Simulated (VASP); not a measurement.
# CrPtSe3 (Pm-3m) in VASP: a series of runs

The runs below take CrPtSe3 through single point, relaxation of cell and atoms, with PBE.

Everything below comes from runs of VASP 6.6.1. Logs are shortened: lines on timing, memory, paths and dates and some standing lists are left out, and cuts for length are marked.

**1. The cell of the first run**

It takes space group Pm-3m (No. 221, cubic). The conventional cell has a = 4.979 Å, b = 4.979 Å, c = 4.979 Å, α = 90.00°, β = 90.00°, γ = 90.00°. Cr (site symmetry m-3m) has 12 Se at 3.52 Å and 8 Pt at 4.31 Å within 4.6 Å. Pt (site symmetry m-3m) has 6 Se at 2.49 Å within 3.3 Å. Within 3.3 Å of Se (site symmetry 4/mmm) lie 2 Pt at 2.49 Å.

**2. Single point, PBE, collinear spin, ferromagnetic start**

INCAR reads:

```
SYSTEM = CrPtSe3
PREC = Accurate ; ENCUT = 520
EDIFF = 1E-6 ; ISMEAR = 0
SIGMA = 0.1 ; LREAL = .FALSE.
LASPH = .TRUE. ; NELM = 150
ALGO = Normal ; ISIF = 2
LWAVE = .FALSE. ; LCHARG = .TRUE.
ISPIN = 2 ; MAGMOM = 3 0 0 0 0
LORBIT = 11 ; LMAXMIX = 4
GGA = PE ; LELF = .TRUE.
LVHAR = .TRUE. ; NBANDS = 32
```

KPOINTS reads:

```
Automatic mesh
0
G
  4 4 4
  0 0 0
```

POSCAR reads:

```
CrPtSe3
1.0
    4.9792324034      0.0000000000      0.0000000000
    0.0000000000      4.9792324034      0.0000000000
    0.0000000000      0.0000000000      4.9792324034
Cr Pt Se
1 1 3
Direct
    0.5000000000      0.5000000000      0.5000000000
    0.0000000000      0.0000000000      0.0000000000
    0.5000000000      0.0000000000      0.0000000000
    0.0000000000      0.5000000000      0.0000000000
    0.0000000000      0.0000000000      0.5000000000
```

Potentials or basis: VASP PAW PBE potentials, release 64 (Cr_pv, Pt, Se).

On the command line:

```
cat potpaw_PBE.64/Cr_pv/POTCAR potpaw_PBE.64/Pt/POTCAR potpaw_PBE.64/Se/POTCAR > POTCAR
mpirun -np 1 vasp_std > vasp.out
```

OUTCAR:

```text
SYSTEM = CrPtSe3
   PREC = Accurate
   ENCUT = 520
   EDIFF = 1E-6
   ISMEAR = 0
   LREAL = .FALSE.
   LASPH = .TRUE.
   NELM = 150
   ISIF = 2
   ISPIN = 2
   LORBIT = 11
   GGA = PE

 ion  position               nearest neighbor table
   1  0.500  0.500  0.500-
   2  0.000  0.000  0.000-   3 2.49   4 2.49   5 2.49   5 2.49   4 2.49   3 2.49
   3  0.500  0.000  0.000-   2 2.49   2 2.49
   4  0.000  0.500  0.000-   2 2.49   2 2.49
   5  0.000  0.000  0.500-   2 2.49   2 2.49

  LATTYP: Found a simple cubic cell.
 ALAT       =     4.9792324034

  Lattice vectors:

 A1 = (   4.9792324034,   0.0000000000,   0.0000000000)
 A2 = (   0.0000000000,   4.9792324034,   0.0000000000)
 A3 = (   0.0000000000,   0.0000000000,   4.9792324034)

Analysis of symmetry for initial positions (statically):
=====================================================================
 Subroutine PRICEL returns:
 Original cell was already a primitive cell.

 Routine SETGRP: Setting up the symmetry group for a
 simple cubic supercell.

 Subroutine GETGRP returns: Found 48 space group operations
 (whereof 48 operations were pure point group operations)
 out of a pool of 48 trial point group operations.

The static configuration has the point symmetry O_h .

Analysis of symmetry for dynamics (positions and initial velocities):
=====================================================================
 Subroutine PRICEL returns:
 Original cell was already a primitive cell.

 Routine SETGRP: Setting up the symmetry group for a
 simple cubic supercell.

 Subroutine GETGRP returns: Found 48 space group operations
 (whereof 48 operations were pure point group operations)
 out of a pool of 48 trial point group operations.

The dynamic configuration has the point symmetry O_h .

Analysis of structural, dynamic, and magnetic symmetry:
=====================================================================
 Subroutine PRICEL returns:
 Original cell was already a primitive cell.

 Routine SETGRP: Setting up the symmetry group for a
 simple cubic supercell.

 Subroutine GETGRP returns: Found 48 space group operations
 (whereof 48 operations were pure point group operations)
 out of a pool of 48 trial point group operations.

The overall configuration has the point symmetry O_h .

 Subroutine INISYM returns: Found 48 space group operations
 (whereof 48 operations are pure point group operations),
 and found     1 'primitive' translations

----------------------------------------------------------------------------------------

                                     Primitive cell

  volume of cell :     123.4489

  direct lattice vectors                    reciprocal lattice vectors
     4.979232403  0.000000000  0.000000000     0.200834169  0.000000000  0.000000000
     0.000000000  4.979232403  0.000000000     0.000000000  0.200834169  0.000000000
     0.000000000  0.000000000  4.979232403     0.000000000  0.000000000  0.200834169

  length of vectors
     4.979232403  4.979232403  4.979232403     0.200834169  0.200834169  0.200834169

  position of ions in fractional coordinates (direct lattice)
     0.500000000  0.500000000  0.500000000
     0.000000000  0.000000000  0.000000000
     0.500000000  0.000000000  0.000000000
     0.000000000  0.500000000  0.000000000
     0.000000000  0.000000000  0.500000000

  ion indices of the primitive-cell ions
   primitive index   ion index
                 1           1
                 2           2
                 3           3
                 4           4
                 5           5

----------------------------------------------------------------------------------------

 KPOINTS: Automatic mesh

Automatic generation of k-mesh.
 Grid dimensions read from file:
 generate k-points for:    4    4    4

 Generating k-lattice:

  Cartesian coordinates                     Fractional coordinates (reciprocal lattice)
     0.050208542  0.000000000  0.000000000     0.250000000  0.000000000  0.000000000
     0.000000000  0.050208542  0.000000000     0.000000000  0.250000000  0.000000000
     0.000000000  0.000000000  0.050208542     0.000000000  0.000000000  0.250000000

  Length of vectors
     0.050208542  0.050208542  0.050208542

  Shift w.r.t. Gamma in fractional coordinates (k-lattice)
     0.000000000  0.000000000  0.000000000

 Subroutine IBZKPT returns following result:
 ===========================================

 Found     10 irreducible k-points:

 Following reciprocal coordinates:
            Coordinates               Weight
  0.000000  0.000000  0.000000      1.000000
  0.250000  0.000000  0.000000      6.000000
  0.500000  0.000000  0.000000      3.000000
  0.250000  0.250000  0.000000     12.000000
  0.500000  0.250000  0.000000     12.000000
  0.500000  0.500000  0.000000      3.000000
  0.250000  0.250000  0.250000      8.000000
  0.500000  0.250000  0.250000     12.000000
  0.500000  0.500000  0.250000      6.000000
  0.500000  0.500000  0.500000      1.000000
   k-points           NKPTS =     10   k-points in BZ     NKDIM =     10   number of bands    NBANDS=     32
   number of dos      NEDOS =    301   number of ions     NIONS =      5
   total plane-waves  NPLWV =  64000
   dimension x,y,z NGX =    40 NGY =   40 NGZ =   40
   dimension x,y,z NGXF=    80 NGYF=   80 NGZF=   80
   ions per type =               1   1   3
   NGX,Y,Z   is equivalent  to a cutoff of  13.36, 13.36, 13.36 a.u.
   NGXF,Y,Z  is equivalent  to a cutoff of  26.71, 26.71, 26.71 a.u.
 SYSTEM =  CrPtSe3
   PREC   = accura    normal or accurate (medium, high low for compatibility)
   ISTART =      0    job   : 0-new  1-cont  2-samecut
   ICHARG =      2    charge: 1-file 2-atom 10-const
   ISPIN  =      2    spin polarized calculation?
   LNONCOLLINEAR =      F non collinear calculations
   LSORBIT =      F    spin-orbit coupling
   LASPH  =      T    aspherical Exc in radial PAW
   ENCUT  =  520.0 eV  38.22 Ry    6.18 a.u.   9.26  9.26  9.26*2*pi/ulx,y,z
   NELM   =    150;   NELMIN=  2; NELMDL= -5     # of ELM steps
   EDIFF  = 0.1E-05   stopping-criterion for ELM
   LREAL  =      F    real-space projection
   EDIFFG = 0.1E-04   stopping-criterion for IOM
   NSW    =      0    number of steps for IOM
   IBRION =     -1    ionic relax: 0-MD 1-quasi-New 2-CG
   NFREE  =      0    steps in history (QN), initial steepest desc. (CG)
   ISIF   =      2    stress and relaxation
   ISYM   =      2    0-nonsym 1-usesym 2-fastsym
   POTIM  = 0.5000    time-step for ionic-motion
   TEBEG  =    0.0;   TEEND  =   0.0 temperature during run
   PSTRESS=    0.0 pullay stress
   NELECT =      40.0000    total number of electrons
   NUPDOWN=      -1.0000    fix difference up-down
   EMIN   =  10.00;   EMAX   =-10.00  energy-range for DOS
   EFERMI =   0.00;   METHOD = LEGACY
   ISMEAR =     0;   SIGMA  =   0.10  broadening in eV -4-tet -1-fermi 0-gaus
   EFERMI_NEDOS =   21; number of points for ismear=-14 and -15
   IALGO  =     38    algorithm
   IMIX   =      4    mixing-type and parameters
     AMIX     =   0.40;   BMIX     =  1.00
     AMIX_MAG =   1.60;   BMIX_MAG =  1.00
  volume/ion in A,a.u.               =      24.69       166.61
  Fermi-wavevector in a.u.,A,eV,Ry     =   1.124430  2.124865 17.202429  1.264343
  Thomas-Fermi vector in A             =   2.261102
   LORBIT       =     11    0 simple, 1 ext, 2 COOP (PROOUT), +10 PAW based schemes
   GGA     = PE    functional components
   LHFCALC =     F    Hartree Fock is set to
   AEXX    =    0.0000 exact exchange contribution
   IVDW    =     0    specifies the selected vdW correction
   LEPSILON=     F    determine dielectric tensor
   LRPA    =     F    only Hartree local field effects (RPA)
 spin polarized calculation
 Gauss-broadening in eV      SIGMA  =   0.10
  energy-cutoff  :      520.00
  volume of cell :      123.45
 maximum number of plane-waves:      3362
 NGX is ok and might be reduce to    40
   NGX = 19   NGY = 19   NGZ = 19

 number of electron      40.0000004 magnetization       2.9065287

 Free energy of the ion-electron system (eV)
  ---------------------------------------------------
  ext. energy  EPLUGINS =         0.00000000
  ---------------------------------------------------
  free energy    TOTEN  =       -23.35205075 eV

  energy without entropy =      -23.32617558  energy(sigma->0) =      -23.33911317

 E-fermi :   3.6843     XC(G=0):  -9.5758

 val. band max:        3.6727237839   @ k =   0.5000   0.2500   0.2500
 cond. band min:       3.7676315802   @ k =   0.2500   0.2500   0.0000
 fundamental gap:      0.0949077963
 Fermi energy:         3.6842788733

 spin component 1

 k-point     1 :       0.0000    0.0000    0.0000
  band No.  band energies     occupation
      1     -40.1588      1.00000
      2     -40.1588      1.00000
      3     -40.1588      1.00000
      4     -10.0432      1.00000
      5      -8.4761      1.00000
      6      -8.4761      1.00000
[... 24 lines left out ...]
     31      11.0501      0.00000
     32      11.0501      0.00000

 k-point     2 :       0.2500    0.0000    0.0000
  band No.  band energies     occupation
      1     -40.1589      1.00000
      2     -40.1588      1.00000
      3     -40.1588      1.00000
      4      -9.8400      1.00000
      5      -8.5306      1.00000
      6      -8.4634      1.00000
[... 24 lines left out ...]
     31      10.1868      0.00000
     32      10.9202      0.00000
[... 243 lines left out ...]
     31      10.6214      0.00000
     32      10.6214      0.00000

 k-point    10 :       0.5000    0.5000    0.5000
  band No.  band energies     occupation
      1     -40.1589      1.00000
      2     -40.1589      1.00000
      3     -40.1589      1.00000
      4      -8.5291      1.00000
      5      -8.5291      1.00000
      6      -8.5291      1.00000
[... 24 lines left out ...]
     31      11.2258      0.00000
     32      11.2258      0.00000
 Fermi energy:         3.6842788733

 spin component 2

 k-point     1 :       0.0000    0.0000    0.0000
  band No.  band energies     occupation
      1     -36.0818      1.00000
      2     -36.0818      1.00000
      3     -36.0818      1.00000
      4     -10.3796      1.00000
      5      -8.8534      1.00000
      6      -8.8534      1.00000
[... 24 lines left out ...]
     31      12.2985      0.00000
     32      12.2985      0.00000

 k-point     2 :       0.2500    0.0000    0.0000
  band No.  band energies     occupation
      1     -36.0819      1.00000
      2     -36.0818      1.00000
      3     -36.0818      1.00000
      4     -10.1822      1.00000
      5      -8.9126      1.00000
      6      -8.8417      1.00000
[... 24 lines left out ...]
     31      11.1854      0.00000
     32      12.4679      0.00000
[... 243 lines left out ...]
     31      10.9024      0.00000
     32      11.4426      0.00000

 k-point    10 :       0.5000    0.5000    0.5000
  band No.  band energies     occupation
      1     -36.0819      1.00000
      2     -36.0819      1.00000
      3     -36.0819      1.00000
      4      -8.9242      1.00000
      5      -8.9242      1.00000
      6      -8.9242      1.00000
[... 24 lines left out ...]
     31      12.2818      0.00000
     32      12.2818      0.00000

------------------------ aborting loop because EDIFF is reached ----------------------------------------

  FORCE on cell =-STRESS in cart. coord.  units (eV):
  Direction    XX          YY          ZZ          XY          YZ          ZX
  --------------------------------------------------------------------------------------
  -------------------------------------------------------------------------------------
  Total       -0.1073455     -0.1073455     -0.1073455     -0.0000000      0.0000000      0.0000000
  in kB       -1.3931797     -1.3931797     -1.3931797     -0.0000000      0.0000000      0.0000000
  external PRESSURE =      -1.3931797 kB  Pullay stress =       0.0000000 kB

 VOLUME and BASIS-vectors are now :
 -----------------------------------------------------------------------------
  energy-cutoff  :      520.00
  volume of cell :      123.45
      direct lattice vectors                 reciprocal lattice vectors
     4.979232403  0.000000000  0.000000000     0.200834169  0.000000000  0.000000000
     0.000000000  4.979232403  0.000000000     0.000000000  0.200834169  0.000000000
     0.000000000  0.000000000  4.979232403     0.000000000  0.000000000  0.200834169

 POSITION                                       TOTAL-FORCE (eV/Angst)
 -----------------------------------------------------------------------------------
      2.48962      2.48962      2.48962         0.000000      0.000000      0.000000
      0.00000      0.00000      0.00000         0.000000      0.000000      0.000000
      2.48962      0.00000      0.00000         0.000000      0.000000      0.000000
      0.00000      2.48962      0.00000         0.000000      0.000000      0.000000
      0.00000      0.00000      2.48962         0.000000      0.000000      0.000000
 -----------------------------------------------------------------------------------
    total drift:                               -0.000000      0.000000     -0.000000

  FREE ENERGIE OF THE ION-ELECTRON SYSTEM (eV)
  ---------------------------------------------------
  free  energy   TOTEN  =       -23.3520507495 eV

  energy  without entropy=      -23.3261755850  energy(sigma->0) =      -23.33911317

 total charge

# of ion       s       p       d       tot
------------------------------------------
    1        0.131   6.023   4.115  10.269
    2        0.681   0.551   8.195   9.427
    3        1.495   2.197   0.050   3.742
    4        1.495   2.197   0.050   3.742
    5        1.495   2.197   0.050   3.742
--------------------------------------------------
tot          5.296  13.167  12.460  30.924

 magnetization (x)

# of ion       s       p       d       tot
------------------------------------------
    1        0.066   0.015   3.972   4.053
    2        0.005   0.000  -0.192  -0.187
    3       -0.005  -0.316   0.001  -0.321
    4       -0.005  -0.316   0.001  -0.321
    5       -0.005  -0.316   0.001  -0.321
--------------------------------------------------
tot          0.056  -0.934   3.781   2.903
```

Wall time 90 s (1 thread of Intel Xeon Platinum 8375C at 2.90GHz (Ice Lake), shared host); peak memory 0.32 GiB.

What came out:

- Free energy: -23.3521 eV
- Pressure: -0.1 GPa
- Net moment: 2.91 μB per cell
- Site moments: Cr +4.05; Pt -0.19; Se -0.32 μB
- Valence electrons inside the program's atomic spheres: Cr 10.27; Pt 9.43; Se 3.74

Levels at points of the mesh, in eV from the Fermi level:
Spin up:
| k point | band 18 | band 19 | band 20 | band 21 | band 22 | band 23 | band 24 | band 25 |
| --- | --- | --- | --- | --- | --- | --- | --- | --- |
| (0.00, 0.00, 0.00) | -0.85 | -0.85 | -0.69 | -0.69 | -0.69 | -0.42 | -0.25 | -0.25 |
| (0.50, 0.00, 0.00) | -0.87 | -0.86 | -0.28 | -0.06 | -0.04 | -0.04 | 0.21 | 0.21 |
| (0.50, 0.50, 0.00) | -1.07 | -0.93 | -0.76 | -0.71 | 0.58 | 0.58 | 0.93 | 2.61 |
| (0.50, 0.50, 0.50) | -0.82 | -0.82 | -0.82 | -0.12 | 0.80 | 0.80 | 0.80 | 4.73 |
Spin down:
```csv
k point,band 15,band 16,band 17,band 18,band 19,band 20,band 21,band 22
"(0.00, 0.00, 0.00)",-1.19,-1.19,-1.19,-0.54,-0.54,-0.54,0.54,2.44
"(0.50, 0.00, 0.00)",-1.83,-0.80,-0.80,-0.42,-0.38,-0.38,2.61,2.79
"(0.50, 0.50, 0.00)",-1.37,-1.24,-0.42,-0.42,0.15,2.70,2.75,3.12
"(0.50, 0.50, 0.50)",-1.02,0.25,0.25,0.25,1.30,2.66,2.66,2.66
```

Caveat: spin-orbit coupling is left out, which moves the levels of the heavy elements; a cell with one magnetic atom can't hold antiferromagnetic order, which such compounds often take.

(Continued in part 2 of 2.)
